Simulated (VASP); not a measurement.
# Ta: single point with PBE

Crystal: Ta.

```
CELL_PARAMETERS angstrom
-1.60174 1.60174 1.65128
1.60174 -1.60174 1.65128
1.60174 1.60174 -1.65128
ATOMIC_POSITIONS crystal
Ta 0.00000 0.00000 0.00000
```

This cell differs from its parent crystal: strain -0.030 along x and y, +0.000 along z.

- Program: VASP 6.6.1
- Task: single point
- Functional: PBE
- Potentials or basis: VASP PAW PBE potentials, release 64 (Ta_pv)
- Cutoff: 520 eV
- k mesh: 20 × 20 × 20
- Occupations: gaussian, width 0.15 eV
- Spin: no spin polarisation
- Dipole correction: no
- Further INCAR settings: ALGO = Fast; EDIFF = 1e-07; NBANDS = 12

The pressure is 17.6 GPa.

Stress tensor (GPa, compression positive):
```
18.99  0.00  0.00
 0.00 18.99  0.00
 0.00  0.00 14.82
```

Levels at points of the mesh, in eV from the Fermi level:
| k point | band 2 | band 3 | band 4 | band 5 | band 6 | band 7 | band 8 | band 9 |
| --- | --- | --- | --- | --- | --- | --- | --- | --- |
| (0.00, 0.00, 0.00) | -32.82 | -32.82 | -8.14 | 0.61 | 0.61 | 1.02 | 3.94 | 4.51 |
| (0.50, 0.00, 0.00) | -33.26 | -32.82 | -4.65 | -1.58 | 1.82 | 3.90 | 5.24 | 8.38 |
| (0.50, 0.50, 0.00) | -33.30 | -32.85 | -4.65 | -2.00 | 2.06 | 4.53 | 5.45 | 8.48 |
| (0.50, 0.50, 0.50) | -33.77 | -33.77 | -4.22 | -4.12 | 7.27 | 7.40 | 7.40 | 8.72 |

Wall time 110 s on 1 thread of AMD EPYC 7R13 Processor (Zen 3) (shared host), peak memory 0.21 GiB.

Caveat: the cell differs from its parent crystal (strain -0.030 along x and y, +0.000 along z); spin-orbit coupling is left out, which moves the levels of the heavy elements.
